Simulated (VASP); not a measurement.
# SO (rock salt type) (Fm-3m) in VASP: notebook

SO (rock salt type) is run at these levels: r2SCAN; tasks: single point.

All numbers are computed with VASP 6.6.1; they aren't measurements. Logs are shortened: lines on timing, memory, paths and dates and some standing lists are left out, and cuts for length are marked.

### 1 The cell of the first run

The structure is cubic, space group Fm-3m (No. 225). Conventional cell: a = 4.544 Å, b = 4.544 Å, c = 4.544 Å, α = 90.00°, β = 90.00°, γ = 90.00°. Within 3.0 Å of S (site symmetry m-3m) lie 6 O at 2.27 Å. O (site symmetry m-3m) has 6 S at 2.27 Å within 3.0 Å.

### 2 Single point, r2SCAN

File POSCAR:

```
SO
1.0
    0.0000000000      2.2718229815      2.2718229815
    2.2718229815      0.0000000000      2.2718229815
    2.2718229815      2.2718229815      0.0000000000
S O
1 1
Direct
    0.0000000000      0.0000000000      0.0000000000
    0.5000000000      0.5000000000      0.5000000000
```

File INCAR.step1:

```
ALGO     = Normal         # electronic algorithm
EDIFF    = 1E-4           # SCF threshold, eV
ENCUT    = 520            # plane-wave cutoff, eV
GGA      = PE             # functional
ISMEAR   = -1             # smearing method
LASPH    = True           # aspherical terms in the spheres
LCHARG   = False          # write CHGCAR
LREAL    = False          # projectors in reciprocal space
LWAVE    = True           # write WAVECAR
NBANDS   = 13             # bands
NELM     = 100            # most SCF steps
PREC     = Accurate       # precision mode
SIGMA    = 0.1            # smearing width, eV
```

File INCAR.step2:

```
ALGO     = Normal         # electronic algorithm
EDIFF    = 1E-6           # SCF threshold, eV
ENCUT    = 520            # plane-wave cutoff, eV
ISIF     = 2              # what is computed and relaxed
ISMEAR   = -1             # smearing method
ISTART   = 1            
LASPH    = True           # aspherical terms in the spheres
LCHARG   = False          # write CHGCAR
LMIXTAU  = True         
LREAL    = False          # projectors in reciprocal space
LWAVE    = False          # write WAVECAR
METAGGA  = R2SCAN         # meta-GGA
NBANDS   = 13             # bands
NELM     = 100            # most SCF steps
PREC     = Accurate       # precision mode
SIGMA    = 0.1            # smearing width, eV
```

File KPOINTS:

```
k-points
0
Gamma
  13 13 13
```

Potentials or basis: VASP PAW PBE potentials, release 64 (S, O).

Launch:

```
$ cat potpaw_PBE.64/S/POTCAR potpaw_PBE.64/O/POTCAR > POTCAR
$ cp INCAR.step1 INCAR
$ mpirun -np 1 vasp_std > vasp.out
$ cp INCAR.step2 INCAR
$ mpirun -np 1 vasp_std > vasp.out
```

OUTCAR:

```text
EDIFF = 1E-6
   ENCUT = 520
   ISIF = 2
   ISMEAR = -1
   ISTART = 1
   LASPH = True
   LREAL = False
   METAGGA = R2SCAN
   NELM = 100
   PREC = Accurate

 ion  position               nearest neighbor table
   1  0.000  0.000  0.000-   2 2.27   2 2.27   2 2.27   2 2.27   2 2.27   2 2.27
   2  0.500  0.500  0.500-   1 2.27   1 2.27   1 2.27   1 2.27   1 2.27   1 2.27

  LATTYP: Found a face centered cubic cell.
 ALAT       =     4.5436459630

  Lattice vectors:

 A1 = (   0.0000000000,   2.2718229815,   2.2718229815)
 A2 = (   2.2718229815,   0.0000000000,   2.2718229815)
 A3 = (   2.2718229815,   2.2718229815,   0.0000000000)

Analysis of symmetry for initial positions (statically):
=====================================================================
 Subroutine PRICEL returns:
 Original cell was already a primitive cell.

 Routine SETGRP: Setting up the symmetry group for a
 face centered cubic supercell.

 Subroutine GETGRP returns: Found 48 space group operations
 (whereof 48 operations were pure point group operations)
 out of a pool of 48 trial point group operations.

The static configuration has the point symmetry O_h .

Analysis of symmetry for dynamics (positions and initial velocities):
=====================================================================
 Subroutine PRICEL returns:
 Original cell was already a primitive cell.

 Routine SETGRP: Setting up the symmetry group for a
 face centered cubic supercell.

 Subroutine GETGRP returns: Found 48 space group operations
 (whereof 48 operations were pure point group operations)
 out of a pool of 48 trial point group operations.

The dynamic configuration has the point symmetry O_h .

 Subroutine INISYM returns: Found 48 space group operations
 (whereof 48 operations are pure point group operations),
 and found     1 'primitive' translations

----------------------------------------------------------------------------------------

                                     Primitive cell

  volume of cell :      23.4506

  direct lattice vectors                    reciprocal lattice vectors
     0.000000000  2.271822982  2.271822982    -0.220087570  0.220087570  0.220087570
     2.271822982  0.000000000  2.271822982     0.220087570 -0.220087570  0.220087570
     2.271822982  2.271822982  0.000000000     0.220087570  0.220087570 -0.220087570

  length of vectors
     3.212842872  3.212842872  3.212842872     0.381202854  0.381202854  0.381202854

  position of ions in fractional coordinates (direct lattice)
     0.000000000  0.000000000  0.000000000
     0.500000000  0.500000000  0.500000000

  ion indices of the primitive-cell ions
   primitive index   ion index
                 1           1
                 2           2

----------------------------------------------------------------------------------------

 KPOINTS: k-points

Automatic generation of k-mesh.
 Grid dimensions read from file:
 generate k-points for:   13   13   13

 Generating k-lattice:

  Cartesian coordinates                     Fractional coordinates (reciprocal lattice)
    -0.016929813  0.016929813  0.016929813     0.076923077  0.000000000  0.000000000
     0.016929813 -0.016929813  0.016929813     0.000000000  0.076923077  0.000000000
     0.016929813  0.016929813 -0.016929813     0.000000000  0.000000000  0.076923077

  Length of vectors
     0.029323296  0.029323296  0.029323296

  Shift w.r.t. Gamma in fractional coordinates (k-lattice)
     0.000000000  0.000000000  0.000000000

 Subroutine IBZKPT returns following result:
 ===========================================

 Found     84 irreducible k-points:

 Following reciprocal coordinates:
            Coordinates               Weight
  0.000000  0.000000  0.000000      1.000000
  0.076923  0.000000  0.000000      8.000000
  0.153846  0.000000  0.000000      8.000000
  0.230769  0.000000  0.000000      8.000000
  0.307692  0.000000  0.000000      8.000000
  0.384615  0.000000  0.000000      8.000000
[... 16 lines left out ...]
  0.384615  0.153846  0.000000     24.000000
  0.461538  0.153846  0.000000     24.000000
 [... further k-points ...]
   k-points           NKPTS =     84   k-points in BZ     NKDIM =     84   number of bands    NBANDS=     13
   number of dos      NEDOS =    301   number of ions     NIONS =      2
   total plane-waves  NPLWV =  13824
   dimension x,y,z NGX =    24 NGY =   24 NGZ =   24
   dimension x,y,z NGXF=    48 NGYF=   48 NGZF=   48
   ions per type =               1   1
   NGX,Y,Z   is equivalent  to a cutoff of  12.42, 12.42, 12.42 a.u.
   NGXF,Y,Z  is equivalent  to a cutoff of  24.84, 24.84, 24.84 a.u.
 SYSTEM =  unknown system
   PREC   = accura    normal or accurate (medium, high low for compatibility)
   ISTART =      1    job   : 0-new  1-cont  2-samecut
   ICHARG =      0    charge: 1-file 2-atom 10-const
   ISPIN  =      1    spin polarized calculation?
   LNONCOLLINEAR =      F non collinear calculations
   LSORBIT =      F    spin-orbit coupling
   LASPH  =      T    aspherical Exc in radial PAW
   ENCUT  =  520.0 eV  38.22 Ry    6.18 a.u.   5.97  5.97  5.97*2*pi/ulx,y,z
   NELM   =    100;   NELMIN=  2; NELMDL=  0     # of ELM steps
   EDIFF  = 0.1E-05   stopping-criterion for ELM
   LREAL  =      F    real-space projection
   EDIFFG = 0.1E-04   stopping-criterion for IOM
   NSW    =      0    number of steps for IOM
   IBRION =     -1    ionic relax: 0-MD 1-quasi-New 2-CG
   NFREE  =      0    steps in history (QN), initial steepest desc. (CG)
   ISIF   =      2    stress and relaxation
   ISYM   =      2    0-nonsym 1-usesym 2-fastsym
   POTIM  = 0.5000    time-step for ionic-motion
   TEBEG  =    0.0;   TEEND  =   0.0 temperature during run
   PSTRESS=    0.0 pullay stress
   NELECT =      12.0000    total number of electrons
   NUPDOWN=      -1.0000    fix difference up-down
   EMIN   =  10.00;   EMAX   =-10.00  energy-range for DOS
   EFERMI =   0.00;   METHOD = LEGACY
   ISMEAR =    -1;   SIGMA  =   0.10  broadening in eV -4-tet -1-fermi 0-gaus
   EFERMI_NEDOS =   21; number of points for ismear=-14 and -15
   IALGO  =     38    algorithm
   IMIX   =      4    mixing-type and parameters
     AMIX     =   0.40;   BMIX     =  1.00
     AMIX_MAG =   1.60;   BMIX_MAG =  1.00
  volume/ion in A,a.u.               =      11.73        79.13
  Fermi-wavevector in a.u.,A,eV,Ry     =   1.309435  2.474474 23.328837  1.714621
  Thomas-Fermi vector in A             =   2.440034
   LORBIT       =      0    0 simple, 1 ext, 2 COOP (PROOUT), +10 PAW based schemes
   METAGGA = R2SCAN    functional components
   LHFCALC =     F    Hartree Fock is set to
   AEXX    =    0.0000 exact exchange contribution
   IVDW    =     0    specifies the selected vdW correction
   LEPSILON=     F    determine dielectric tensor
   LRPA    =     F    only Hartree local field effects (RPA)
 non-spin polarized calculation
  energy-cutoff  :      520.00
  volume of cell :       23.45
 maximum number of plane-waves:       646
   NGX = 11   NGY = 11   NGZ = 11

 number of electron      12.0000008 magnetization

 Free energy of the ion-electron system (eV)
  ---------------------------------------------------
  ext. energy  EPLUGINS =         0.00000000
  ---------------------------------------------------
  free energy    TOTEN  =       -11.64647271 eV

  energy without entropy =      -11.60818705  energy(sigma->0) =      -11.62732988

 E-fermi :   6.6158     XC(G=0): -12.0308

 val. band max:        6.6114369733   @ k =  -0.3846   0.2308   0.0000
 cond. band min:       6.6285253986   @ k =  -0.4615   0.3077   0.0769
 fundamental gap:      0.0170884253
 Fermi energy:         6.6158058134

 k-point     1 :       0.0000    0.0000    0.0000
  band No.  band energies     occupation
      1     -15.4942      2.00000
      2      -5.0795      2.00000
      3       1.9057      2.00000
      4       1.9057      2.00000
      5       1.9057      2.00000
      6       8.4814      0.00000
      7       8.4814      0.00000
      8       8.4814      0.00000
      9      16.6304      0.00000
     10      16.6304      0.00000
     11      16.6304      0.00000
     12      19.9955      0.00000
     13      19.9955      0.00000

 k-point     2 :       0.0769    0.0000    0.0000
  band No.  band energies     occupation
      1     -15.4239      2.00000
      2      -5.2396      2.00000
      3       1.9165      2.00000
      4       1.9165      2.00000
      5       1.9840      2.00000
      6       8.2167      0.00000
      7       8.2893      0.00000
      8       8.2893      0.00000
      9      16.5017      0.00000
     10      16.8243      0.00000
     11      16.8243      0.00000
     12      20.2791      0.00000
     13      20.2791      0.00000

 k-point     3 :       0.1538    0.0000    0.0000
  band No.  band energies     occupation
      1     -15.2195      2.00000
      2      -5.6815      2.00000
      3       1.9517      2.00000
      4       1.9517      2.00000
      5       2.1930      2.00000
      6       7.5422      0.00019
      7       7.7888      0.00002
      8       7.7888      0.00002
      9      16.2747      0.00000
     10      17.3728      0.00000
     11      17.3728      0.00000
     12      21.0607      0.00000
     13      21.0607      0.00000
[... 305 lines left out ...]
 k-point    23 :       0.3846    0.1538    0.0000
  band No.  band energies     occupation
      1     -14.2427      2.00000
      2      -7.0738      2.00000
      3       1.0445      2.00000
      4       1.2621      2.00000
      5       2.4885      2.00000
      6       5.5529      1.99995
      7       7.4442      0.00050
      8       7.4907      0.00032
      9      15.3428      0.00000
     10      19.7434      0.00000
     11      20.8084      0.00000
     12      23.1408      0.00000
     13      23.8200      0.00000

 k-point    24 :       0.4615    0.1538    0.0000
  band No.  band energies     occupation
      1     -13.9432      2.00000
      2      -7.5185      2.00000
      3       0.7565      2.00000
      4       1.4287      2.00000
      5       2.4325      2.00000
      6       5.5669      1.99994
      7       6.8837      0.12840
      8       7.2876      0.00242
      9      16.0986      0.00000
     10      19.7024      0.00000
     11      21.3068      0.00000
     12      23.7953      0.00000
     13      25.2893      0.00000

 [... further k-points ...]

------------------------ aborting loop because EDIFF is reached ----------------------------------------

  FORCE on cell =-STRESS in cart. coord.  units (eV):
  Direction    XX          YY          ZZ          XY          YZ          ZX
  --------------------------------------------------------------------------------------
  -------------------------------------------------------------------------------------
  Total        0.7698666      0.7698666      0.7698666      0.0000000      0.0000000     -0.0000000
  in kB       52.5984070     52.5984070     52.5984070      0.0000000      0.0000000     -0.0000000
  external PRESSURE =      52.5984070 kB  Pullay stress =       0.0000000 kB

 VOLUME and BASIS-vectors are now :
 -----------------------------------------------------------------------------
  energy-cutoff  :      520.00
  volume of cell :       23.45
      direct lattice vectors                 reciprocal lattice vectors
     0.000000000  2.271822982  2.271822982    -0.220087570  0.220087570  0.220087570
     2.271822982  0.000000000  2.271822982     0.220087570 -0.220087570  0.220087570
     2.271822982  2.271822982  0.000000000     0.220087570  0.220087570 -0.220087570

 POSITION                                       TOTAL-FORCE (eV/Angst)
 -----------------------------------------------------------------------------------
      0.00000      0.00000      0.00000         0.000000      0.000000      0.000000
      2.27182      2.27182      2.27182        -0.000000     -0.000000     -0.000000
 -----------------------------------------------------------------------------------
    total drift:                                0.000000     -0.000000      0.000000

  FREE ENERGIE OF THE ION-ELECTRON SYSTEM (eV)
  ---------------------------------------------------
  free  energy   TOTEN  =       -11.6464727067 eV

  energy  without entropy=      -11.6081870472  energy(sigma->0) =      -11.62732988
```

It took 28 s on 1 thread of Intel Xeon 6975P-C (Granite Rapids), shared host; peak memory 0.15 GiB.

Results:

```yaml
Free_energy: -11.6465 eV
Pressure: 5.3 GPa
Band_gap_on_the_k_mesh: zero (bands 6 and 7 overlap by 3.38 eV)
```

Caveat: the cell stands under pressure; the PAW data sets were made with another functional, which shifts forces and pressure a little.

(Part 1 of 3 ends here.)
